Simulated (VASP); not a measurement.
Write the native input for VASP 6.6.1 that does the following.

| Item | Value |
| --- | --- |
| Task | single point |
| Functional | PBE |
| Potentials or basis | VASP PAW PBE potentials, release 64 (Gd, O) |
| Cutoff | 520 eV |
| k mesh | 7 × 7 × 7 |
| Occupations | fermi-dirac, width 0.05 eV |
| Spin | collinear spin, ferromagnetic start |
| Starting moments | [7.0, 0.0] μB |
| Dipole correction | no |
| Further INCAR settings | ALGO = Normal; EDIFF = 1e-06; NBANDS = 23 |

The structure of GdO lies in POSCAR:

```
GdO
1.0
    0.0000000000      2.8080000000      2.7000000000
    2.8080000000      0.0000000000      2.7000000000
    2.8080000000      2.8080000000      0.0000000000
Gd O
1 1
Direct
    0.0000000000      0.0000000000      0.0000000000
    0.2500000000      0.2500000000      0.2500000000
```

These files were run (other wordings do the same):

INCAR

```
PREC = Accurate ; ENCUT = 520
EDIFF = 1E-6 ; ISMEAR = -1
SIGMA = 0.05 ; LREAL = F
LASPH = T ; NELM = 150
ALGO = Normal ; ISIF = 2
LWAVE = F ; LCHARG = F
ISPIN = 2 ; MAGMOM = 7 0
LORBIT = 11 ; LMAXMIX = 6
GGA = PE ; NBANDS = 23
```

KPOINTS

```
Automatic mesh
0
Gamma
  7 7 7
```

Potentials or basis: VASP PAW PBE potentials, release 64 (Gd, O).

Run with:

```console
$ cat potpaw_PBE.64/Gd/POTCAR potpaw_PBE.64/O/POTCAR > POTCAR
$ mpirun -np 1 vasp_std > vasp.out
```

Results of the run:

| Item | Value |
| --- | --- |
| Pressure | -6.8 GPa |
| Net moment | 7.52 μB per cell |
| Site moments | Gd +6.84; O -0.02 μB |
| Valence electrons inside the program's atomic spheres | Gd 15.17; O 4.96 |

Caveat: the cell stands under tension; a cell with one magnetic atom can't hold antiferromagnetic order, which such compounds often take.

Run time: 92 s on 1 thread of Intel(R) Xeon(R) 6975P-C (Granite Rapids), on a shared host, peak memory 0.24 GiB.
